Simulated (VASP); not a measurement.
Write the native input for VASP 6.6.1 that does the following.

* Task: single point
* Functional: PBEsol
* Potentials or basis: VASP PAW PBE potentials, release 64 (Co)
* Cutoff: 520 eV
* k mesh: 18 × 18 × 18
* Occupations: fermi-dirac, width 0.05 eV
* Spin: collinear spin, ferromagnetic start
* Starting moments: [1.782] μB
* Dipole correction: no
* Further INCAR settings: ALGO = Normal; EDIFF = 1e-07; NBANDS = 14

The structure of Co lies in POSCAR:

```
Co
1.0
   -1.3251324763      1.3251324763      1.3251324763
    1.3251324763     -1.3251324763      1.3251324763
    1.3251324763      1.3251324763     -1.3251324763
Co
1
Direct
    0.0000000000      0.0000000000      0.0000000000
```

This cell differs from its parent crystal: volume scaled by 0.88.

The input as run:

INCAR

```
PREC = Accurate ; ENCUT = 520
EDIFF = 1E-7 ; ISMEAR = -1
SIGMA = 0.05 ; LREAL = False
LASPH = True ; NELM = 150
ALGO = Normal ; ISIF = 2
LWAVE = False ; LCHARG = False
ISPIN = 2 ; MAGMOM = 1.782
LORBIT = 11 ; LMAXMIX = 4
GGA = PS ; NBANDS = 14
```

KPOINTS

```
regular mesh
0
Gamma
  18 18 18
```

Potentials or basis: VASP PAW PBE potentials, release 64 (Co).

Launch:

```bash
$ cat potpaw_PBE.64/Co/POTCAR > POTCAR
$ mpirun -np 1 vasp_std > vasp.out
```

It gave:

* Pressure: 39.4 GPa
* Net moment: 1.63 μB per cell
* Site moments: Co +1.61 μB
* Valence electrons inside the program's atomic spheres: Co 8.61

Caveat: the PAW data sets were made with another functional, which shifts forces and pressure a little.

It used 40 s of CPU time on 1 thread of Intel Xeon 6975P-C, on a shared host.
